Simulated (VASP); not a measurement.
Mo, 1 atom in the cell. The structure is cubic, space group Im-3m (No. 229). Conventional cell: a = 3.112 Å, b = 3.112 Å, c = 3.112 Å, α = 90.00°, β = 90.00°, γ = 90.00°. Within 3.6 Å of Mo (site symmetry m-3m) lie 14 Mo at 2.69 to 3.11 Å. 

| Item | Value |
| --- | --- |
| Program | VASP 6.6.1 |
| Task | single point |
| Functional | LDA |
| Potentials or basis | VASP PAW LDA potentials, release 64 (Mo_sv) |
| Cutoff | 520 eV |
| k mesh | 12 × 12 × 12 |
| Occupations | fermi-dirac, width 0.05 eV |
| Spin | no spin polarisation |
| Dipole correction | no |
| Further INCAR settings | ALGO = Normal; EDIFF = 1e-07; NBANDS = 13 |

Potentials or basis: VASP PAW LDA potentials, release 64 (Mo_sv).

The run is started by

```bash
$ cat potpaw_LDA.64/Mo_sv/POTCAR > POTCAR
$ mpirun -np 1 vasp_std > vasp.out
```

Hardware: 1 thread of AMD EPYC 7R43 64-Core Processor (Zen 3), with other jobs on the host.

Q: How long does it take, and how much memory?

A: Run time: 17 s on 1 thread of AMD EPYC 7R43 64-Core Processor (Zen 3), with other jobs on the host, peak memory 0.09 GiB. Counts: scf iterations 11, k points 72.
